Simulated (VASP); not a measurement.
# BaO (Fm-3m) in VASP: notebook

BaO is run at these levels: PBE; tasks: single point.

Program: VASP 6.6.1. These are calculated values, not measurements. Logs are shortened: lines on timing, memory, paths and dates and some standing lists are left out, and cuts for length are marked.

## (1) The cell of the first run

It takes space group Fm-3m (No. 225, cubic). The conventional cell has a = 5.500 Å, b = 5.500 Å, c = 5.500 Å, α = 90.00°, β = 90.00°, γ = 90.00°. Within 3.6 Å of Ba (site symmetry m-3m) lie 6 O at 2.75 Å. O (site symmetry m-3m) has 6 Ba at 2.75 Å within 3.6 Å.

## (2) Single point, PBE

The input, INCAR:

```
SYSTEM = BaO
PREC = Accurate
ENCUT = 600
EDIFF = 1E-6
ISMEAR = 0
SIGMA = 0.01
LREAL = .False.
LASPH = .True.
NELM = 120
ALGO = Normal
ISIF = 2
LWAVE = .False.
LCHARG = .False.
GGA = PE
NBANDS = 15
GGA_COMPAT = .False.
```

The input, KPOINTS:

```
regular mesh
0
Gamma
  8 8 8
  0 0 0
```

The input, POSCAR:

```
BaO
1.0
    0.0000000000      2.7500000000      2.7500000000
    2.7500000000      0.0000000000      2.7500000000
    2.7500000000      2.7500000000      0.0000000000
Ba O
1 1
Direct
    0.0000000000      0.0000000000      0.0000000000
    0.5000000000      0.5000000000      0.5000000000
```

Potentials or basis: VASP PAW PBE potentials, release 64 (Ba_sv, O).

Started as:

```sh
$ cat potpaw_PBE.64/Ba_sv/POTCAR potpaw_PBE.64/O/POTCAR > POTCAR
$ mpirun -np 1 vasp_std > vasp.out
```

OUTCAR:

```text
SYSTEM = BaO
   PREC = Accurate
   ENCUT = 600
   EDIFF = 1E-6
   ISMEAR = 0
   LREAL = .False.
   LASPH = .True.
   NELM = 120
   ISIF = 2
   GGA = PE

 ion  position               nearest neighbor table
   1  0.000  0.000  0.000-   2 2.75   2 2.75   2 2.75   2 2.75   2 2.75   2 2.75
   2  0.500  0.500  0.500-   1 2.75   1 2.75   1 2.75   1 2.75   1 2.75   1 2.75

  LATTYP: Found a face centered cubic cell.
 ALAT       =     5.5000000000

  Lattice vectors:

 A1 = (   0.0000000000,   2.7500000000,   2.7500000000)
 A2 = (   2.7500000000,   0.0000000000,   2.7500000000)
 A3 = (   2.7500000000,   2.7500000000,   0.0000000000)

Analysis of symmetry for initial positions (statically):
=====================================================================
 Subroutine PRICEL returns:
 Original cell was already a primitive cell.

 Routine SETGRP: Setting up the symmetry group for a
 face centered cubic supercell.

 Subroutine GETGRP returns: Found 48 space group operations
 (whereof 48 operations were pure point group operations)
 out of a pool of 48 trial point group operations.

The static configuration has the point symmetry O_h .

Analysis of symmetry for dynamics (positions and initial velocities):
=====================================================================
 Subroutine PRICEL returns:
 Original cell was already a primitive cell.

 Routine SETGRP: Setting up the symmetry group for a
 face centered cubic supercell.

 Subroutine GETGRP returns: Found 48 space group operations
 (whereof 48 operations were pure point group operations)
 out of a pool of 48 trial point group operations.

The dynamic configuration has the point symmetry O_h .

 Subroutine INISYM returns: Found 48 space group operations
 (whereof 48 operations are pure point group operations),
 and found     1 'primitive' translations

----------------------------------------------------------------------------------------

                                     Primitive cell

  volume of cell :      41.5938

  direct lattice vectors                    reciprocal lattice vectors
     0.000000000  2.750000000  2.750000000    -0.181818182  0.181818182  0.181818182
     2.750000000  0.000000000  2.750000000     0.181818182 -0.181818182  0.181818182
     2.750000000  2.750000000  0.000000000     0.181818182  0.181818182 -0.181818182

  length of vectors
     3.889087297  3.889087297  3.889087297     0.314918329  0.314918329  0.314918329

  position of ions in fractional coordinates (direct lattice)
     0.000000000  0.000000000  0.000000000
     0.500000000  0.500000000  0.500000000

  ion indices of the primitive-cell ions
   primitive index   ion index
                 1           1
                 2           2

----------------------------------------------------------------------------------------

 KPOINTS: regular mesh

Automatic generation of k-mesh.
 Grid dimensions read from file:
 generate k-points for:    8    8    8

 Generating k-lattice:

  Cartesian coordinates                     Fractional coordinates (reciprocal lattice)
    -0.022727273  0.022727273  0.022727273     0.125000000  0.000000000  0.000000000
     0.022727273 -0.022727273  0.022727273     0.000000000  0.125000000  0.000000000
     0.022727273  0.022727273 -0.022727273     0.000000000  0.000000000  0.125000000

  Length of vectors
     0.039364791  0.039364791  0.039364791

  Shift w.r.t. Gamma in fractional coordinates (k-lattice)
     0.000000000  0.000000000  0.000000000

 Subroutine IBZKPT returns following result:
 ===========================================

 Found     29 irreducible k-points:

 Following reciprocal coordinates:
            Coordinates               Weight
  0.000000  0.000000  0.000000      1.000000
  0.125000  0.000000  0.000000      8.000000
  0.250000  0.000000  0.000000      8.000000
  0.375000  0.000000  0.000000      8.000000
  0.500000  0.000000  0.000000      4.000000
  0.125000  0.125000  0.000000      6.000000
[... 16 lines left out ...]
  0.500000  0.250000  0.125000     48.000000
 -0.375000  0.250000  0.125000     24.000000
 [... further k-points ...]
   k-points           NKPTS =     29   k-points in BZ     NKDIM =     29   number of bands    NBANDS=     15
   number of dos      NEDOS =    301   number of ions     NIONS =      2
   total plane-waves  NPLWV =  32768
   dimension x,y,z NGX =    32 NGY =   32 NGZ =   32
   dimension x,y,z NGXF=    64 NGYF=   64 NGZF=   64
   ions per type =               1   1
   NGX,Y,Z   is equivalent  to a cutoff of  13.68, 13.68, 13.68 a.u.
   NGXF,Y,Z  is equivalent  to a cutoff of  27.36, 27.36, 27.36 a.u.
 SYSTEM =  BaO
   PREC   = accura    normal or accurate (medium, high low for compatibility)
   ISTART =      0    job   : 0-new  1-cont  2-samecut
   ICHARG =      2    charge: 1-file 2-atom 10-const
   ISPIN  =      1    spin polarized calculation?
   LNONCOLLINEAR =      F non collinear calculations
   LSORBIT =      F    spin-orbit coupling
   LASPH  =      T    aspherical Exc in radial PAW
   ENCUT  =  600.0 eV  44.10 Ry    6.64 a.u.   7.77  7.77  7.77*2*pi/ulx,y,z
   NELM   =    120;   NELMIN=  2; NELMDL= -5     # of ELM steps
   EDIFF  = 0.1E-05   stopping-criterion for ELM
   LREAL  =      F    real-space projection
   EDIFFG = 0.1E-04   stopping-criterion for IOM
   NSW    =      0    number of steps for IOM
   IBRION =     -1    ionic relax: 0-MD 1-quasi-New 2-CG
   NFREE  =      0    steps in history (QN), initial steepest desc. (CG)
   ISIF   =      2    stress and relaxation
   ISYM   =      2    0-nonsym 1-usesym 2-fastsym
   POTIM  = 0.5000    time-step for ionic-motion
   TEBEG  =    0.0;   TEEND  =   0.0 temperature during run
   PSTRESS=    0.0 pullay stress
   NELECT =      16.0000    total number of electrons
   NUPDOWN=      -1.0000    fix difference up-down
   EMIN   =  10.00;   EMAX   =-10.00  energy-range for DOS
   EFERMI =   0.00;   METHOD = LEGACY
   ISMEAR =     0;   SIGMA  =   0.01  broadening in eV -4-tet -1-fermi 0-gaus
   EFERMI_NEDOS =   21; number of points for ismear=-14 and -15
   IALGO  =     38    algorithm
   IMIX   =      4    mixing-type and parameters
     AMIX     =   0.40;   BMIX     =  1.00
     AMIX_MAG =   1.60;   BMIX_MAG =  1.00
  volume/ion in A,a.u.               =      20.80       140.34
  Fermi-wavevector in a.u.,A,eV,Ry     =   1.190617  2.249940 19.287200  1.417569
  Thomas-Fermi vector in A             =   2.326698
   LORBIT       =      0    0 simple, 1 ext, 2 COOP (PROOUT), +10 PAW based schemes
   GGA     = PE    functional components
   LHFCALC =     F    Hartree Fock is set to
   AEXX    =    0.0000 exact exchange contribution
   IVDW    =     0    specifies the selected vdW correction
   LEPSILON=     F    determine dielectric tensor
   LRPA    =     F    only Hartree local field effects (RPA)
 non-spin polarized calculation
 Gauss-broadening in eV      SIGMA  =   0.01
  energy-cutoff  :      600.00
  volume of cell :       41.59
 maximum number of plane-waves:      1411
   NGX = 15   NGY = 15   NGZ = 15

 number of electron      15.9999997 magnetization

 Free energy of the ion-electron system (eV)
  ---------------------------------------------------
  ext. energy  EPLUGINS =         0.00000000
  ---------------------------------------------------
  free energy    TOTEN  =       -11.77217404 eV

  energy without entropy =      -11.77217404  energy(sigma->0) =      -11.77217404

 E-fermi :   2.0825     XC(G=0):  -9.7179

 val. band max:        2.0288344143   @ k =   0.5000   0.5000   0.0000
 cond. band min:       3.9287392555   @ k =   0.5000   0.5000   0.0000
 fundamental gap:      1.8999048412
 Fermi energy:         2.0825433921

 k-point     1 :       0.0000    0.0000    0.0000
  band No.  band energies     occupation
      1     -23.8904      2.00000
      2     -13.0549      2.00000
      3      -8.3594      2.00000
      4      -8.3594      2.00000
      5      -8.3594      2.00000
      6       1.6287      2.00000
      7       1.6287      2.00000
      8       1.6287      2.00000
      9       5.6629      0.00000
     10       6.6954      0.00000
     11       6.6954      0.00000
     12       6.6954      0.00000
     13       9.0154      0.00000
     14       9.0154      0.00000
     15      12.0137      0.00000

 k-point     2 :       0.1250    0.0000    0.0000
  band No.  band energies     occupation
      1     -23.8509      2.00000
      2     -13.1690      2.00000
      3      -8.3966      2.00000
      4      -8.3784      2.00000
      5      -8.3784      2.00000
      6       1.2890      2.00000
      7       1.4206      2.00000
      8       1.4206      2.00000
      9       6.2927      0.00000
     10       6.5936      0.00000
     11       6.9922      0.00000
     12       6.9922      0.00000
     13       9.4285      0.00000
     14       9.4285      0.00000
     15      12.9909      0.00000

 k-point     3 :       0.2500    0.0000    0.0000
  band No.  band energies     occupation
      1     -23.7532      2.00000
      2     -13.4451      2.00000
      3      -8.4795      2.00000
      4      -8.4232      2.00000
      5      -8.4232      2.00000
      6       0.6506      2.00000
      7       0.9780      2.00000
      8       0.9780      2.00000
      9       6.4839      0.00000
     10       7.7957      0.00000
     11       7.7957      0.00000
     12       7.9267      0.00000
     13      10.4501      0.00000
     14      10.4501      0.00000
     15      15.1075      0.00000
[... 343 lines left out ...]
 k-point    23 :       0.5000    0.2500    0.1250
  band No.  band energies     occupation
      1     -23.6025      2.00000
      2     -13.6108      2.00000
      3      -9.0028      2.00000
      4      -8.8611      2.00000
      5      -8.4822      2.00000
      6       0.5180      2.00000
      7       0.7724      2.00000
      8       1.4286      2.00000
      9       6.1429      0.00000
     10       8.0712      0.00000
     11       9.4718      0.00000
     12       9.6067      0.00000
     13      11.6591      0.00000
     14      13.1557      0.00000
     15      14.9728      0.00000

 k-point    24 :      -0.3750    0.2500    0.1250
  band No.  band energies     occupation
      1     -23.5686      2.00000
      2     -13.6632      2.00000
      3      -9.0218      2.00000
      4      -9.0194      2.00000
      5      -8.4724      2.00000
      6       0.4064      2.00000
      7       1.0459      2.00000
      8       1.1069      2.00000
      9       6.8872      0.00000
     10       7.5035      0.00000
     11       9.9579      0.00000
     12       9.9950      0.00000
     13      12.2334      0.00000
     14      13.9445      0.00000
     15      14.3327      0.00000

 [... further k-points ...]

------------------------ aborting loop because EDIFF is reached ----------------------------------------

  FORCE on cell =-STRESS in cart. coord.  units (eV):
  Direction    XX          YY          ZZ          XY          YZ          ZX
  --------------------------------------------------------------------------------------
  -------------------------------------------------------------------------------------
  Total        1.2480367      1.2480367      1.2480367      0.0000000     -0.0000000      0.0000000
  in kB       48.0739567     48.0739567     48.0739567      0.0000000     -0.0000000      0.0000000
  external PRESSURE =      48.0739567 kB  Pullay stress =       0.0000000 kB

 VOLUME and BASIS-vectors are now :
 -----------------------------------------------------------------------------
  energy-cutoff  :      600.00
  volume of cell :       41.59
      direct lattice vectors                 reciprocal lattice vectors
     0.000000000  2.750000000  2.750000000    -0.181818182  0.181818182  0.181818182
     2.750000000  0.000000000  2.750000000     0.181818182 -0.181818182  0.181818182
     2.750000000  2.750000000  0.000000000     0.181818182  0.181818182 -0.181818182

 POSITION                                       TOTAL-FORCE (eV/Angst)
 -----------------------------------------------------------------------------------
      0.00000      0.00000      0.00000         0.000000      0.000000     -0.000000
      2.75000      2.75000      2.75000        -0.000000     -0.000000      0.000000
 -----------------------------------------------------------------------------------
    total drift:                                0.000000     -0.000000      0.000000

  FREE ENERGIE OF THE ION-ELECTRON SYSTEM (eV)
  ---------------------------------------------------
  free  energy   TOTEN  =       -11.7721740369 eV

  energy  without entropy=      -11.7721740369  energy(sigma->0) =      -11.77217404
```

Run time: 12 s. Hardware: 1 thread of Intel Xeon Platinum 8375C at 2.90GHz (Ice Lake), shared host; peak memory 0.18 GiB.

What came out:

```
Free energy            : -11.7722 eV
Pressure               : 4.8 GPa
Band gap on the k mesh : 1.90 eV
```

Caveat: the cell stands under pressure; spin-orbit coupling is left out, which moves the levels of the heavy elements. A k mesh can miss the band edges.

## (3) Single point, PBE

This run uses another cell than the first one, of 21.65 Å³/atom.

The input, INCAR:

```
SYSTEM = BaO
ALGO = Normal ; EDIFF = 1E-6
ENCUT = 600 ; GGA = PE
GGA_COMPAT = .FALSE. ; ISIF = 2
ISMEAR = 0 ; LASPH = .TRUE.
LCHARG = .TRUE. ; LELF = .TRUE.
LREAL = .FALSE. ; LVHAR = .TRUE.
LWAVE = .FALSE. ; NBANDS = 15
NELM = 120 ; PREC = Accurate
SIGMA = 0.01
```

The input, KPOINTS:

```
k-points
0
G
  8 8 8
  0 0 0
```

The input, POSCAR:

```
BaO
1.0
    0.0000000000      2.7872493662      2.7872493662
    2.7872493662      0.0000000000      2.7872493662
    2.7872493662      2.7872493662      0.0000000000
Ba O
1 1
Direct
    0.0000000000      0.0000000000      0.0000000000
    0.5000000000      0.5000000000      0.5000000000
```

Potentials or basis: VASP PAW PBE potentials, release 64 (Ba_sv, O).

Started as:

```sh
$ cat potpaw_PBE.64/Ba_sv/POTCAR potpaw_PBE.64/O/POTCAR > POTCAR
$ mpirun -np 1 vasp_std > vasp.out
```

Wall time 14 s (1 thread of Intel Xeon Platinum 8375C at 2.90GHz (Ice Lake), shared host); peak memory 0.18 GiB.

The run converged. Its results:

- Free energy: -11.8067 eV
- Pressure: 1.5 GPa
- Band gap on the k mesh: 2.04 eV

Levels at points of the mesh, in eV from the valence-band top:
| k point | band 6 | band 7 | band 8 | band 9 | band 10 | band 11 |
| --- | --- | --- | --- | --- | --- | --- |
| (0.00, 0.00, 0.00) | -0.29 | -0.29 | -0.29 | 3.47 | 4.69 | 4.69 |
| (0.50, 0.00, 0.00) | -1.92 | -1.39 | -1.39 | 4.91 | 7.10 | 7.10 |
| (0.50, 0.50, 0.00) | -0.13 | -0.13 | 0.00 | 2.04 | 5.90 | 8.80 |

Caveat: spin-orbit coupling is left out, which moves the levels of the heavy elements.
